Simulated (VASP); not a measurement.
Sn, 2 atoms in the cell. Symmetry: Fd-3m, No. 227, cubic system. The conventional cell has a = 6.467 Å, b = 6.467 Å, c = 6.467 Å, α = 90.00°, β = 90.00°, γ = 90.00°. Sn (site symmetry -43m) has 4 Sn at 2.80 Å within 3.7 Å. 

| Property | Result |
| --- | --- |
| Program | VASP 6.6.1 |
| Task | single point |
| Functional | r2SCAN |
| Potentials or basis | VASP PAW PBE potentials, release 64 (Sn_d) |
| Cutoff | 520 eV |
| k mesh | 7 × 7 × 7 |
| Occupations | fermi-dirac, width 0.05 eV |
| Spin | no spin polarisation |
| Dipole correction | no |
| Further INCAR settings | ALGO = Normal; EDIFF = 1e-06; NBANDS = 21 |

Potentials or basis: VASP PAW PBE potentials, release 64 (Sn_d).

Run with:

```console
$ cat potpaw_PBE.64/Sn_d/POTCAR > POTCAR
$ cp INCAR.step1 INCAR
$ mpirun -np 1 vasp_std > vasp.out
$ cp INCAR.step2 INCAR
$ mpirun -np 1 vasp_std > vasp.out
```

Hardware: 1 thread of Intel(R) Xeon(R) Platinum 8259CL CPU @ 2.50GHz (Skylake/Cascade Lake) (shared host).

Estimate the wall time of this run.

Run time: 75 s on 1 thread of Intel(R) Xeon(R) Platinum 8259CL CPU @ 2.50GHz (Skylake/Cascade Lake), with other jobs on the host, peak memory 0.21 GiB. Counts: k points 20.
